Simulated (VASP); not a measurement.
Set up this calculation in VASP 6.6.1, as the native input.

| Quantity | Value |
| --- | --- |
| Task | single point |
| Functional | PBE |
| Potentials or basis | VASP PAW PBE potentials, release 64 (Pt) |
| Cutoff | 520 eV |
| k mesh | 48 × 48 × 48 |
| Occupations | fermi-dirac, width 0.0612256 eV |
| Spin | no spin polarisation |
| Dipole correction | no |
| Further INCAR settings | ALGO = Normal; EDIFF = 1e-06; NBANDS = 11 |

The structure of Pt lies in POSCAR:

```
Pt
1.0
   -1.5928545296      1.5928545296      1.5928545296
    1.5928545296     -1.5928545296      1.5928545296
    1.5928545296      1.5928545296     -1.5928545296
Pt
1
Direct
    0.0000000000      0.0000000000      0.0000000000
```

This isn't the form of Pt at room conditions, which is fcc.

These files were run (other wordings do the same):

INCAR

```
ALGO = Normal ; EDIFF = 1E-6
ENCUT = 520 ; GGA = PE
ISIF = 2 ; ISMEAR = -1
LASPH = T ; LCHARG = F
LREAL = F ; LWAVE = F
NBANDS = 11 ; NELM = 60
PREC = Accurate ; SIGMA = 0.06122561905347299
```

KPOINTS

```
k-points
0
Gamma
  48 48 48
```

Potentials or basis: VASP PAW PBE potentials, release 64 (Pt).

The run is started by

```sh
$ cat potpaw_PBE.64/Pt/POTCAR > POTCAR
$ mpirun -np 1 vasp_std > vasp.out
```

Results of the run:

```
Pressure               : -5.1 GPa
Band gap on the k mesh : zero (bands 5 and 6 overlap by 2.09 eV)
```

Caveat: the cell stands under tension; spin-orbit coupling is left out, which moves the levels of the heavy elements.

It took 7.4 min on 1 thread of Oxide Virtual Turin-like Processor, on a shared host, peak memory 0.55 GiB.
